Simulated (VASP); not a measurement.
# MgO (P6_3/mmc) in VASP: further runs, part 2 of 2

VASP 6.6.1.

## (3) Relaxation of cell and atoms, PBE, target pressure 11 GPa, at which the enthalpy is minimised

This run uses another cell than the first one, of 10.96 Å³/atom, 1.039 times its volume.

Input file INCAR:

```
PREC = Accurate ; ENCUT = 600
EDIFF = 1E-7 ; ISMEAR = 0
SIGMA = 0.01 ; LREAL = False
LASPH = True ; NELM = 120
ALGO = Normal ; ISIF = 3
LWAVE = False ; LCHARG = False
GGA = PE ; IBRION = 2
NSW = 80 ; EDIFFG = -0.001
PSTRESS = 110.0 ; GGA_COMPAT = False
NELMIN = 4
```

Input file KPOINTS:

```
Automatic mesh
0
Gamma
  6 6 6
```

Input file POSCAR:

```
MgO
1.0
    3.4755871125      0.0000000000      0.0000000000
   -1.7377935563      3.0099467325      0.0000000000
    0.0000000000      0.0000000000      4.1898226437
Mg O
2 2
Direct
    0.6666666667      0.3333333333      0.7500000000
    0.3333333333      0.6666666667      0.2500000000
    0.6666666667      0.3333333333      0.2500000000
    0.3333333333      0.6666666667      0.7500000000
```

Potentials or basis: VASP PAW PBE potentials, release 64 (Mg, O).

The run is started by

```console
$ cat potpaw_PBE.64/Mg/POTCAR potpaw_PBE.64/O/POTCAR > POTCAR
$ mpirun -np 1 vasp_std > vasp.out
```

OUTCAR:

```text
PREC = Accurate
   ENCUT = 600
   EDIFF = 1E-7
   ISMEAR = 0
   LREAL = False
   LASPH = True
   NELM = 120
   ISIF = 3
   GGA = PE
   IBRION = 2
   NSW = 80
   EDIFFG = -0.001
   PSTRESS = 110.0
   NELMIN = 4

 ion  position               nearest neighbor table
   1  0.667  0.333  0.750-   4 2.01   4 2.01   4 2.01   3 2.09   3 2.09   2 2.90   2 2.90   2 2.90
                             2 2.90   2 2.90   2 2.90
   2  0.333  0.667  0.250-   3 2.01   3 2.01   3 2.01   4 2.09   4 2.09   1 2.90   1 2.90   1 2.90
                             1 2.90   1 2.90   1 2.90
   3  0.667  0.333  0.250-   2 2.01   2 2.01   2 2.01   1 2.09   1 2.09
   4  0.333  0.667  0.750-   1 2.01   1 2.01   1 2.01   2 2.09   2 2.09

  LATTYP: Found a hexagonal cell.
 ALAT       =     3.4755871125
 C/A-ratio  =     1.2055006847

  Lattice vectors:

 A1 = (   3.4755871125,   0.0000000000,   0.0000000000)
 A2 = (  -1.7377935563,   3.0099467325,   0.0000000000)
 A3 = (   0.0000000000,   0.0000000000,   4.1898226437)

Analysis of symmetry for initial positions (statically):
=====================================================================
 Subroutine PRICEL returns:
 Original cell was already a primitive cell.

 Routine SETGRP: Setting up the symmetry group for a
 hexagonal supercell.

 Subroutine GETGRP returns: Found 24 space group operations
 (whereof 12 operations were pure point group operations)
 out of a pool of 24 trial point group operations.

The static configuration has the point symmetry D_3d.
 The point group associated with its full space group is D_6h.

Analysis of symmetry for dynamics (positions and initial velocities):
=====================================================================
 Subroutine PRICEL returns:
 Original cell was already a primitive cell.

 Routine SETGRP: Setting up the symmetry group for a
 hexagonal supercell.

[... 138 lines left out ...]
   LEPSILON=     F    determine dielectric tensor
   LRPA    =     F    only Hartree local field effects (RPA)
 conjugate gradient relaxation of ions
 non-spin polarized calculation
 Gauss-broadening in eV      SIGMA  =   0.01
  energy-cutoff  :      600.00
  volume of cell :       43.83
 maximum number of plane-waves:      1479
 NGX is ok and might be reduce to    28
   NGX = 13   NGY = 13   NGZ = 17

--------------------------------------- Ionic step        1  -------------------------------------------

 number of electron      16.0000000 magnetization

 Free energy of the ion-electron system (eV)
  ---------------------------------------------------
  ext. energy  EPLUGINS =         0.00000000
  ---------------------------------------------------
  free energy    TOTEN  =       -23.66000379 eV

  energy without entropy =      -23.66000379  energy(sigma->0) =      -23.66000379

------------------------ aborting loop because EDIFF is reached ----------------------------------------

  FORCE on cell =-STRESS in cart. coord.  units (eV):
  Direction    XX          YY          ZZ          XY          YZ          ZX
  --------------------------------------------------------------------------------------
  -------------------------------------------------------------------------------------
  Total        1.1919045      1.1919045      1.1471056     -0.0000000     -0.0000000     -0.0000000
  in kB       43.5681795     43.5681795     41.9306265     -0.0000000     -0.0000000     -0.0000000
  external PRESSURE =     -66.9776715 kB  Pullay stress =     110.0000000 kB
[... 227 lines left out ...]
--------------------------------------- Ionic step        7  -------------------------------------------

 number of electron      16.0000000 magnetization

 Free energy of the ion-electron system (eV)
  ---------------------------------------------------
  ext. energy  EPLUGINS =         0.00000000
  ---------------------------------------------------
  free energy    TOTEN  =       -23.57362346 eV

  energy without entropy =      -23.57362346  energy(sigma->0) =      -23.57362346

 E-fermi :   2.4537     XC(G=0): -10.2825

 val. band max:        2.3287626509   @ k =   0.0000   0.0000   0.0000
 cond. band min:       6.0026882363   @ k =   0.0000   0.0000   0.0000
 fundamental gap:      3.6739255854
 Fermi energy:         2.4536517183

 k-point     1 :       0.0000    0.0000    0.0000
  band No.  band energies     occupation
      1     -14.8288      2.00000
      2     -13.3169      2.00000
      3      -1.5048      2.00000
      4       0.5016      2.00000
      5       0.5016      2.00000
      6       1.4469      2.00000
      7       1.4469      2.00000
      8       2.3288      2.00000
      9       6.0027      0.00000
     10      12.1766      0.00000
     11      14.9033      0.00000
     12      15.2304      0.00000
[... 331 lines left out ...]
 k-point    24 :       0.3333    0.0000    0.5000
  band No.  band energies     occupation
      1     -13.8389      2.00000
      2     -13.8389      2.00000
      3      -1.4278      2.00000
      4      -1.4278      2.00000
      5       0.7631      2.00000
      6       0.7631      2.00000
      7       1.3954      2.00000
      8       1.3954      2.00000
      9       9.6795      0.00000
     10       9.6795      0.00000
     11      14.8764      0.00000
     12      14.8764      0.00000

 [... further k-points ...]
[... 5 lines left out ...]
  --------------------------------------------------------------------------------------
  -------------------------------------------------------------------------------------
  Total        2.8806918      2.8806918      2.8869317     -0.0000000     -0.0000000      0.0000000
  in kB      109.9099288    109.9099288    110.1480061     -0.0000000     -0.0000000      0.0000000
  external PRESSURE =      -0.0107121 kB  Pullay stress =     110.0000000 kB
[... 23 lines left out ...]
  energy  without entropy=      -23.5736234615  energy(sigma->0) =      -23.57362346

  enthalpy is  TOTEN    =       -20.6905708953 eV   P V=        2.8830525662

 reached required accuracy - stopping structural energy minimisation
```

OSZICAR:

```text
N       E                     dE             d eps       ncg     rms          rms(c)
DAV:   1     0.802330993630E+02    0.80233E+02   -0.86993E+03   672   0.134E+03
DAV:   2    -0.218919883548E+02   -0.10213E+03   -0.92295E+02   884   0.256E+02
DAV:   3    -0.276312121841E+02   -0.57392E+01   -0.57100E+01   852   0.652E+01
[... 54 lines left out ...]
DAV:   1    -0.235736282785E+02    0.35606E-03   -0.31224E-04   676   0.179E-01    0.153E-02
DAV:   2    -0.235736245413E+02    0.37371E-05   -0.62770E-06   748   0.242E-02    0.707E-03
DAV:   3    -0.235736236623E+02    0.87898E-06   -0.55421E-07   752   0.757E-03    0.287E-03
DAV:   4    -0.235736234504E+02    0.21197E-06   -0.21776E-07   436   0.520E-03    0.282E-04
DAV:   5    -0.235736234615E+02   -0.11130E-07   -0.29661E-08   348   0.169E-03
   7 F= -.20690571E+02 E0= -.20690571E+02  d E =-.331352E-05
```

Wall time 32 s (1 thread of Intel Xeon 6975P-C (Granite Rapids), shared host); peak memory 0.18 GiB.

What came out:

```
Free energy                                            : -23.5736 eV
Relaxed volume                                         : 10.50 Å³/atom
Relaxed cell                                           : a = 3.426 Å, b = 3.426 Å, c = 4.131 Å, α = 90.00°, β = 90.00°, γ = 120.00°
Space group after relaxing (to 0.05 Å)                 : P6_3/mmc (No. 194)
Energy change on relaxing (the enthalpy is what falls) : +21.6 meV/atom
Ionic steps                                            : 7
Pressure after relaxing                                : 11.0 GPa
Band gap on the k mesh                                 : 3.67 eV, direct
```

Step by step:
```tsv
step	energy change (eV)	largest force (eV/Å)	pressure (GPa)	volume (Å³)
1	0.0000	0.0000	4.30	43.83
2	0.1685	0.0000	15.31	40.99
3	0.0863	0.0000	10.99	41.99
4	0.0888	0.0000	11.15	41.96
5	0.0851	0.0000	10.92	42.01
6	0.0860	0.0000	10.98	42.00
7	0.0864	0.0000	11.00	41.99
```

Final structure:
```cif
data_structure
_symmetry_space_group_name_H-M 'P 1'
_symmetry_Int_Tables_number 1
_cell_length_a 3.4259
_cell_length_b 3.4259
_cell_length_c 4.1314
_cell_angle_alpha 90.000
_cell_angle_beta 90.000
_cell_angle_gamma 120.000
_cell_volume 41.99
loop_
_atom_site_label
_atom_site_type_symbol
_atom_site_fract_x
_atom_site_fract_y
_atom_site_fract_z
_atom_site_occupancy
Mg1 Mg 0.66667 0.33333 0.75000 1
Mg2 Mg 0.33333 0.66667 0.25000 1
O1 O 0.66667 0.33333 0.25000 1
O2 O 0.33333 0.66667 0.75000 1
```

Caveat: the cell is relaxed towards a set pressure, so the enthalpy falls and the energy may rise. Expect the measured gap to be larger: semilocal functionals such as PBE lack the derivative discontinuity.

## (4) Relaxation of cell and atoms, PBE

This run uses another cell than the first one, of 11.37 Å³/atom, 1.079 times its volume.

Input file INCAR:

```
SYSTEM = MgO
PREC = Accurate
ENCUT = 600
EDIFF = 1E-7
ISMEAR = 0
SIGMA = 0.01
LREAL = .False.
LASPH = .True.
NELM = 120
ALGO = Normal
ISIF = 3
LWAVE = .False.
LCHARG = .False.
GGA = PE
IBRION = 2
NSW = 80
EDIFFG = -0.001
GGA_COMPAT = .False.
NELMIN = 4
```

Input file KPOINTS:

```
regular mesh
0
Gamma
  6 6 6
  0 0 0
```

Input file POSCAR:

```
MgO
1.0
    3.5206362378      0.0000000000      0.0000000000
   -1.7603181189      3.0489604194      0.0000000000
    0.0000000000      0.0000000000      4.2380654686
Mg O
2 2
Direct
    0.6666666667      0.3333333333      0.7500000000
    0.3333333333      0.6666666667      0.2500000000
    0.6666666667      0.3333333333      0.2500000000
    0.3333333333      0.6666666667      0.7500000000
```

The run is started by

```console
$ cat potpaw_PBE.64/Mg/POTCAR potpaw_PBE.64/O/POTCAR > POTCAR
$ mpirun -np 1 vasp_std > vasp.out
```

Wall time 25 s (1 thread of Intel Xeon 6975P-C (Granite Rapids), shared host); peak memory 0.18 GiB.

Results (log left out):

```
Free energy                            : -23.6819 eV
Relaxed volume                         : 11.31 Å³/atom
Relaxed cell                           : a = 3.515 Å, b = 3.515 Å, c = 4.229 Å, α = 90.00°, β = 90.00°, γ = 120.00°
Space group after relaxing (to 0.05 Å) : P6_3/mmc (No. 194)
Energy gained by relaxing              : 0.1 meV/atom
Ionic steps                            : 6
Pressure after relaxing                : 0.0 GPa
Band gap on the k mesh                 : 3.29 eV, direct
```

Step by step:
```csv
step,energy change (eV),largest force (eV/Å),pressure (GPa),volume (Å³)
1,0.0000,0.0000,-0.68,45.49
2,-0.0005,0.0000,0.19,45.18
3,-0.0005,0.0000,0.00,45.24
4,-0.0005,0.0000,-0.01,45.25
5,-0.0005,0.0000,-0.01,45.25
6,-0.0005,0.0000,-0.01,45.25
```

Final structure:
```
Mg O
1.0
     3.51513    0.00000    0.00000
    -1.75756    3.04419    0.00000
     0.00000    0.00000    4.22863
Mg O
2 2
Cartesian
  1.7576 1.0147 3.1715
  0.0000 2.0295 1.0572
  1.7576 1.0147 1.0572
  0.0000 2.0295 3.1715
```

Levels at points of the mesh, in eV from the valence-band top:
| k point | band 6 | band 7 | band 8 | band 9 | band 10 | band 11 |
| --- | --- | --- | --- | --- | --- | --- |
| (0.00, 0.00, 0.00) | -0.78 | -0.78 | 0.00 | 3.29 | 9.24 | 12.00 |
| (0.50, 0.00, 0.00) | -1.94 | -1.26 | -0.52 | 6.92 | 8.79 | 9.76 |
| (0.00, 0.00, 0.50) | -1.25 | -1.25 | -1.25 | 6.31 | 6.31 | 12.73 |
| (0.50, 0.00, 0.50) | -1.50 | -0.79 | -0.79 | 7.22 | 7.22 | 11.65 |

## (5) Relaxation of cell and atoms, PBE, target pressure 5 GPa, at which the enthalpy is minimised

This run uses another cell than the first one, of 11.37 Å³/atom, 1.079 times its volume.

Input file INCAR:

```
PREC = Accurate
ENCUT = 600
EDIFF = 1E-7
ISMEAR = 0
SIGMA = 0.01
LREAL = F
LASPH = T
NELM = 120
ALGO = Normal
ISIF = 3
LWAVE = F
LCHARG = F
GGA = PE
IBRION = 2
NSW = 80
EDIFFG = -0.001
PSTRESS = 50.0
GGA_COMPAT = F
NELMIN = 4
```

Input file KPOINTS:

```
Automatic mesh
0
Gamma
  6 6 6
```

Input file POSCAR:

```
MgO
1.0
    3.5207217159      0.0000000000      0.0000000000
   -1.7603608580      3.0490344456      0.0000000000
    0.0000000000      0.0000000000      4.2382702817
Mg O
2 2
Direct
    0.6666666667      0.3333333333      0.7500000000
    0.3333333333      0.6666666667      0.2500000000
    0.6666666667      0.3333333333      0.2500000000
    0.3333333333      0.6666666667      0.7500000000
```

The run is started by

```console
$ cat potpaw_PBE.64/Mg/POTCAR potpaw_PBE.64/O/POTCAR > POTCAR
$ mpirun -np 1 vasp_std > vasp.out
```

It took 34 s on 1 thread of Intel Xeon 6975P-C (Granite Rapids), shared host; peak memory 0.18 GiB.

Results (log left out):

```
Free energy                                            : -23.6572 eV
Relaxed volume                                         : 10.90 Å³/atom
Relaxed cell                                           : a = 3.471 Å, b = 3.471 Å, c = 4.181 Å, α = 90.00°, β = 90.00°, γ = 120.00°
Space group after relaxing (to 0.05 Å)                 : P6_3/mmc (No. 194)
Energy change on relaxing (the enthalpy is what falls) : +6.0 meV/atom
Ionic steps                                            : 8
Pressure after relaxing                                : 5.0 GPa
Band gap on the k mesh                                 : 3.48 eV, direct
```

The path:
```csv
step,energy change (eV),largest force (eV/Å),pressure (GPa),volume (Å³)
1,0.0000,0.0000,-0.69,45.50
2,0.0523,0.0000,7.54,42.89
3,0.0241,0.0000,5.00,43.61
4,0.0230,0.0000,4.88,43.65
5,0.0230,0.0000,4.88,43.65
6,0.0231,0.0000,4.89,43.64
7,0.0243,0.0000,5.02,43.61
8,0.0241,0.0000,5.00,43.61
```

Final structure:
```
Mg O
1.0
     3.47055    0.00000    0.00000
    -1.73528    3.00558    0.00000
     0.00000    0.00000    4.18089
Mg O
2 2
Direct
  0.66667 0.33333 0.75000
  0.33333 0.66667 0.25000
  0.66667 0.33333 0.25000
  0.33333 0.66667 0.75000
```

Levels at points of the mesh, in eV from the valence-band top:
```csv
k point,band 4,band 5,band 6,band 7,band 8,band 9,band 10,band 11,band 12
"(0.00, 0.00, 0.00)",-1.75,-1.75,-0.83,-0.83,0.00,3.48,9.54,12.28,12.63
"(0.50, 0.00, 0.00)",-2.40,-2.36,-2.00,-1.31,-0.55,7.03,9.16,9.85,12.22
"(0.00, 0.00, 0.50)",-2.45,-1.31,-1.31,-1.31,-1.31,6.51,6.51,12.99,12.99
"(0.50, 0.00, 0.50)",-3.91,-1.56,-1.56,-0.84,-0.84,7.35,7.35,12.06,12.06
```

Caveat: the cell is relaxed towards a set pressure, so the enthalpy falls and the energy may rise.

## (6) Relaxation of cell and atoms, PBE, target pressure 11 GPa, at which the enthalpy is minimised

Input file INCAR:

```
PREC = Accurate ; ENCUT = 600
EDIFF = 1E-7 ; ISMEAR = 0
SIGMA = 0.01 ; LREAL = F
LASPH = T ; NELM = 120
ALGO = Normal ; ISIF = 3
LWAVE = F ; LCHARG = F
GGA = PE ; IBRION = 2
NSW = 80 ; EDIFFG = -0.001
PSTRESS = 110.0 ; GGA_COMPAT = F
NELMIN = 4
```

Input file KPOINTS:

```
Automatic mesh
0
Gamma
  12 12 6
```

Input file POSCAR:

```
MgO
1.0
    3.4298373350      0.0000000000      0.0000000000
   -1.7149186675      2.9703262630      0.0000000000
    0.0000000000      0.0000000000      4.1394144914
Mg O
2 2
Direct
    0.6666666667      0.3333333333      0.7500000000
    0.3333333333      0.6666666667      0.2500000000
    0.6666666667      0.3333333333      0.2500000000
    0.3333333333      0.6666666667      0.7500000000
```

Potentials or basis: VASP PAW PBE potentials, release 64 (Mg, O).

The run is started by

```console
$ cat potpaw_PBE.64/Mg/POTCAR potpaw_PBE.64/O/POTCAR > POTCAR
$ mpirun -np 1 vasp_std > vasp.out
```

Wall time 52 s (1 thread of Intel Xeon 6975P-C (Granite Rapids), shared host); peak memory 0.21 GiB.

The run converged. Its results:

```
Free energy                                            : -23.5704 eV
Relaxed volume                                         : 10.50 Å³/atom
Relaxed cell                                           : a = 3.426 Å, b = 3.426 Å, c = 4.132 Å, α = 90.00°, β = 90.00°, γ = 120.00°
Space group after relaxing (to 0.05 Å)                 : P6_3/mmc (No. 194)
Energy change on relaxing (the enthalpy is what falls) : +2.8 meV/atom
Ionic steps                                            : 6
Pressure after relaxing                                : 11.0 GPa
Band gap on the k mesh                                 : 3.67 eV, direct
```

Step by step:
```csv
step,energy change (eV),largest force (eV/Å),pressure (GPa),volume (Å³)
1,0.0000,0.0000,10.31,42.17
2,0.0186,0.0000,11.42,41.90
3,0.0116,0.0000,11.01,42.00
4,0.0113,0.0000,11.00,42.00
5,0.0113,0.0000,10.99,42.00
6,0.0112,0.0000,10.99,42.00
```

Final structure:
```
Mg O
1.0
     3.42601    0.00000    0.00000
    -1.71301    2.96701    0.00000
     0.00000    0.00000    4.13200
Mg O
2 2
Direct
  0.66667 0.33333 0.75000
  0.33333 0.66667 0.25000
  0.66667 0.33333 0.25000
  0.33333 0.66667 0.75000
```

Levels at points of the mesh, in eV from the valence-band top:
| k point | band 4 | band 5 | band 6 | band 7 | band 8 | band 9 | band 10 | band 11 | band 12 |
| --- | --- | --- | --- | --- | --- | --- | --- | --- | --- |
| (0.00, 0.00, 0.00) | -1.83 | -1.83 | -0.88 | -0.88 | 0.00 | 3.67 | 9.84 | 12.57 | 12.90 |
| (0.50, 0.00, 0.00) | -2.49 | -2.45 | -2.07 | -1.37 | -0.57 | 7.14 | 9.55 | 9.95 | 12.67 |
| (0.00, 0.00, 0.50) | -2.52 | -1.38 | -1.38 | -1.38 | -1.38 | 6.72 | 6.72 | 13.26 | 13.26 |
| (0.50, 0.00, 0.50) | -4.06 | -1.63 | -1.63 | -0.89 | -0.89 | 7.49 | 7.49 | 12.49 | 12.49 |

Caveat: the cell is relaxed towards a set pressure, so the enthalpy falls and the energy may rise. A k mesh can miss the band edges.

## (7) Summary

| task | cell | k mesh | gap on the mesh (eV) | pressure (GPa) |
| --- | --- | --- | --- | --- |
| single point | a = 3.430, b = 3.430, c = 4.139 Å, angles 90.0, 90.0, 120.0°, 4 atoms | 12 × 12 × 6 | 3.65 | 10.3 |
| relaxation of cell and atoms | relaxed to 11 GPa from a = 3.476, b = 3.476, c = 4.190 Å, angles 90.0, 90.0, 120.0°, 4 atoms | 6 × 6 × 6 | 3.67 | 11.0 |
| relaxation of cell and atoms | relaxed from a = 3.521, b = 3.521, c = 4.238 Å, angles 90.0, 90.0, 120.0°, 4 atoms | 6 × 6 × 6 | 3.29 | 0.0 |
| relaxation of cell and atoms | relaxed to 5 GPa from a = 3.521, b = 3.521, c = 4.238 Å, angles 90.0, 90.0, 120.0°, 4 atoms | 6 × 6 × 6 | 3.48 | 5.0 |
| relaxation of cell and atoms | relaxed to 11 GPa from a = 3.430, b = 3.430, c = 4.139 Å, angles 90.0, 90.0, 120.0°, 4 atoms | 12 × 12 × 6 | 3.67 | 11.0 |

Alike in all rows: level PBE; potentials or basis VASP PAW PBE potentials, release 64 (Mg, O); no spin polarisation; cutoff (eV) 600; smearing gaussian 0.01 eV.

Caveats: the cell is relaxed towards a set pressure, so the enthalpy falls and the energy may rise (some runs).

Total energies depend on the potentials used, so only differences within one code and one set of settings carry meaning.
